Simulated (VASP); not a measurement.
# CuO (Cccm) in VASP: single point with PBE+U

Aim: the single point of CuO with PBE+U.

Program: VASP 6.6.1. These are calculated values, not measurements. Logs are shortened: lines on timing, memory, paths and dates and some standing lists are left out, and cuts for length are marked.

### Step 1. The cell of the first run

Symmetry: Cccm, No. 66, orthorhombic system. The conventional cell has a = 3.982 Å, b = 4.307 Å, c = 5.156 Å, α = 90.00°, β = 90.00°, γ = 90.00°. Within 2.6 Å of Cu (site symmetry 2/m) lie 4 O at 1.95 Å. Within 2.6 Å of O (site symmetry 222) lie 4 Cu at 1.95 Å and 2 O at 2.58 Å.

### Step 2. Single point, PBE+U, collinear spin

The input, INCAR:

```
SYSTEM = CuO
ALGO     = Normal         ! electronic algorithm
EDIFF    = 1E-6           ! SCF threshold, eV
ENCUT    = 520            ! plane-wave cutoff, eV
GGA      = PE             ! functional
ISIF     = 2              ! what is computed and relaxed
ISMEAR   = 0              ! smearing method
ISPIN    = 2              ! spin polarisation
LASPH    = .True.         ! aspherical terms in the spheres
LCHARG   = .False.        ! write CHGCAR
LDAU     = .True.         ! DFT+U
LDAUJ    = 0 0          
LDAUL    = 2 -1           ! shell
LDAUPRINT= 1            
LDAUTYPE = 2            
LDAUU    = 4 0            ! U, eV
LMAXMIX  = 4              ! l up to which the mixer works
LORBIT   = 11             ! projections on sites
LREAL    = .False.        ! projectors in reciprocal space
LWAVE    = .False.        ! write WAVECAR
MAGMOM   = 1 1 0 0        ! initial moments
NBANDS   = 29             ! bands
NELM     = 150            ! most SCF steps
PREC     = Accurate       ! precision mode
SIGMA    = 0.1            ! smearing width, eV
```

The input, KPOINTS:

```
k-points
0
Gamma
  14 14 8
  0 0 0
```

The input, POSCAR:

```
CuO
1.0
    1.9909680000     -2.1535500000      0.0000000000
    1.9909680000      2.1535500000      0.0000000000
    0.0000000000      0.0000000000      5.1559280000
Cu O
2 2
Direct
    0.0000000000      0.5000000000      0.0000000000
    0.5000000000      0.0000000000      0.5000000000
    0.5000000000      0.5000000000      0.2500000000
    0.5000000000      0.5000000000      0.7500000000
```

Potentials or basis: VASP PAW PBE potentials, release 64 (Cu, O).

Run with:

```console
cat potpaw_PBE.64/Cu/POTCAR potpaw_PBE.64/O/POTCAR > POTCAR
mpirun -np 1 vasp_std > vasp.out
```

OUTCAR:

```text
SYSTEM = CuO
   EDIFF = 1E-6
   ENCUT = 520
   GGA = PE
   ISIF = 2
   ISMEAR = 0
   ISPIN = 2
   LASPH = .True.
   LORBIT = 11
   LREAL = .False.
   NELM = 150
   PREC = Accurate

 ion  position               nearest neighbor table
   1  0.000  0.500  0.000-   3 1.95   4 1.95   3 1.95   4 1.95
   2  0.500  0.000  0.500-   3 1.95   4 1.95   3 1.95   4 1.95
   3  0.500  0.500  0.250-   1 1.95   2 1.95   2 1.95   1 1.95
   4  0.500  0.500  0.750-   1 1.95   2 1.95   2 1.95   1 1.95

  LATTYP: Found a base centered orthorhombic cell.
 ALAT       =     3.9819360000
 B/A-ratio  =     1.0816597755
 C/A-ratio  =     1.2948294498

  Lattice vectors:

 A1 = (   1.9909680000,  -2.1535500000,   0.0000000000)
 A2 = (   1.9909680000,   2.1535500000,   0.0000000000)
 A3 = (   0.0000000000,   0.0000000000,   5.1559280000)

Analysis of symmetry for initial positions (statically):
=====================================================================
 Subroutine PRICEL returns:
 Original cell was already a primitive cell.

 Routine SETGRP: Setting up the symmetry group for a
 base centered orthorhombic supercell.

 Subroutine GETGRP returns: Found  8 space group operations
 (whereof  4 operations were pure point group operations)
 out of a pool of  8 trial point group operations.

The static configuration has the point symmetry C_2h.
 The point group associated with its full space group is D_2h.

Analysis of symmetry for dynamics (positions and initial velocities):
=====================================================================
 Subroutine PRICEL returns:
 Original cell was already a primitive cell.

 Routine SETGRP: Setting up the symmetry group for a
 base centered orthorhombic supercell.

 Subroutine GETGRP returns: Found  8 space group operations
 (whereof  4 operations were pure point group operations)
 out of a pool of  8 trial point group operations.

[... 220 lines left out ...]
  o =  0.9474  v =  0.8953 -0.0000  0.4439  0.0000 -0.0364  0.0000  0.0000  0.0000  0.0000  0.0000      0.0000  0.0000  0.0000  0.0000  0.0000  0.0000  0.0000  0.0000  0.0000  0.0000
  o =  0.9643  v =  0.0000  0.0000  0.0000  0.0000  0.0000  0.0397  0.0000 -0.0097 -0.0000  0.9992      0.0000  0.0000  0.0000  0.0000  0.0000  0.0000  0.0000  0.0000  0.0000  0.0000
  o =  0.9656  v =  0.0000  0.0000  0.0000  0.0000  0.0000  0.0000  0.6719 -0.0000 -0.7407 -0.0000      0.0000  0.0000  0.0000  0.0000  0.0000  0.0000  0.0000  0.0000  0.0000  0.0000
  o =  0.9722  v = -0.0000 -0.6782  0.0000  0.7348 -0.0000  0.0000  0.0000  0.0000  0.0000  0.0000      0.0000  0.0000  0.0000  0.0000  0.0000  0.0000  0.0000  0.0000  0.0000  0.0000
  o =  0.9735  v = -0.0467  0.0000  0.0122 -0.0000 -0.9988  0.0000  0.0000  0.0000  0.0000  0.0000      0.0000  0.0000  0.0000  0.0000  0.0000  0.0000  0.0000  0.0000  0.0000  0.0000
  o =  0.9751  v =  0.0000  0.0000  0.0000  0.0000  0.0000  0.4626 -0.0000 -0.8862  0.0000 -0.0270      0.0000  0.0000  0.0000  0.0000  0.0000  0.0000  0.0000  0.0000  0.0000  0.0000
  o =  0.9789  v = -0.4429  0.0000  0.8960 -0.0000  0.0317  0.0000  0.0000  0.0000  0.0000  0.0000      0.0000  0.0000  0.0000  0.0000  0.0000  0.0000  0.0000  0.0000  0.0000  0.0000
  o =  1.0252  v =  0.0000 -0.7348 -0.0000 -0.6782  0.0000  0.0000  0.0000  0.0000  0.0000  0.0000      0.0000  0.0000  0.0000  0.0000  0.0000  0.0000  0.0000  0.0000  0.0000  0.0000

 number of electron      33.9999999 magnetization       1.9567964

 Free energy of the ion-electron system (eV)
  ---------------------------------------------------
  ext. energy  EPLUGINS =         0.00000000
  ---------------------------------------------------
  free energy    TOTEN  =       -17.24276608 eV

  energy without entropy =      -17.24094141  energy(sigma->0) =      -17.24185375

 E-fermi :   4.6436     XC(G=0): -11.2706

 val. band max:        4.6435668745   @ k =   0.5000   0.4286   0.1250
 cond. band min:       4.6439364064   @ k =   0.5000   0.3571   0.0000
 fundamental gap:      0.0003695319
 Fermi energy:         4.6436059692

 spin component 1

 k-point     1 :       0.0000    0.0000    0.0000
  band No.  band energies     occupation
      1     -14.8638      1.00000
      2     -13.5318      1.00000
      3      -3.5912      1.00000
      4      -2.3804      1.00000
      5      -2.2413      1.00000
      6      -0.4498      1.00000
[... 1529 lines left out ...]
     28      24.5340      0.00000
     29      25.6616      0.00000

 [... further k-points ...]

------------------------ aborting loop because EDIFF is reached ----------------------------------------

  FORCE on cell =-STRESS in cart. coord.  units (eV):
  Direction    XX          YY          ZZ          XY          YZ          ZX
  --------------------------------------------------------------------------------------
  -------------------------------------------------------------------------------------
  Total        0.1007258     -0.0526953      0.6926782      0.0000000      0.0000000      0.0000000
  in kB        3.6500208     -1.9095305     25.1007125      0.0000000      0.0000000      0.0000000
  external PRESSURE =       8.9470676 kB  Pullay stress =       0.0000000 kB

 VOLUME and BASIS-vectors are now :
 -----------------------------------------------------------------------------
  energy-cutoff  :      520.00
  volume of cell :       44.21
      direct lattice vectors                 reciprocal lattice vectors
     1.990968000 -2.153550000  0.000000000     0.251134122 -0.232174781  0.000000000
     1.990968000  2.153550000  0.000000000     0.251134122  0.232174781  0.000000000
     0.000000000  0.000000000  5.155928000     0.000000000  0.000000000  0.193951506

 POSITION                                       TOTAL-FORCE (eV/Angst)
 -----------------------------------------------------------------------------------
      0.99548      1.07678      0.00000        -0.000000     -0.000000      0.000000
      0.99548     -1.07678      2.57796         0.000000      0.000000      0.000000
      1.99097      0.00000      1.28898        -0.000000     -0.000000      0.000000
      1.99097      0.00000      3.86695        -0.000000      0.000000     -0.000000
 -----------------------------------------------------------------------------------
    total drift:                                0.000000     -0.000000     -0.000000

  FREE ENERGIE OF THE ION-ELECTRON SYSTEM (eV)
  ---------------------------------------------------
  free  energy   TOTEN  =       -17.2427660793 eV

  energy  without entropy=      -17.2409414126  energy(sigma->0) =      -17.24185375

 total charge

# of ion       s       p       d       tot
------------------------------------------
    1        0.388   0.388   9.139   9.914
    2        0.388   0.388   9.139   9.914
    3        1.557   3.431   0.000   4.988
    4        1.557   3.431   0.000   4.988
--------------------------------------------------
tot          3.890   7.637  18.277  29.805

 magnetization (x)

# of ion       s       p       d       tot
------------------------------------------
    1       -0.006   0.002   0.635   0.631
    2       -0.006   0.002   0.635   0.631
    3        0.020   0.286   0.000   0.307
    4        0.020   0.286   0.000   0.307
--------------------------------------------------
tot          0.029   0.576   1.271   1.876
```

Wall time 25 min (1 thread of Oxide Virtual Turin-like, shared host); peak memory 0.53 GiB.

What came out:

- Free energy: -17.2428 eV
- Pressure: 0.9 GPa
- Net moment: 1.96 μB per cell
- Site moments: Cu +0.63; O +0.31 μB
- Valence electrons inside the program's atomic spheres: Cu 9.91; O 4.99

Stress tensor (GPa, compression positive):
```
 0.37  0.00  0.00
 0.00 -0.19  0.00
 0.00  0.00  2.51
```

Eigenvalues of the final occupation matrices:
```tsv
site	spin	trace	eigenvalues
site 1 d	1	4.90	0.95 0.97 0.97 0.98 1.03
site 1 d	2	4.26	0.42 0.94 0.96 0.97 0.98
site 2 d	1	4.90	0.95 0.97 0.97 0.98 1.03
site 2 d	2	4.26	0.42 0.94 0.96 0.97 0.98
```
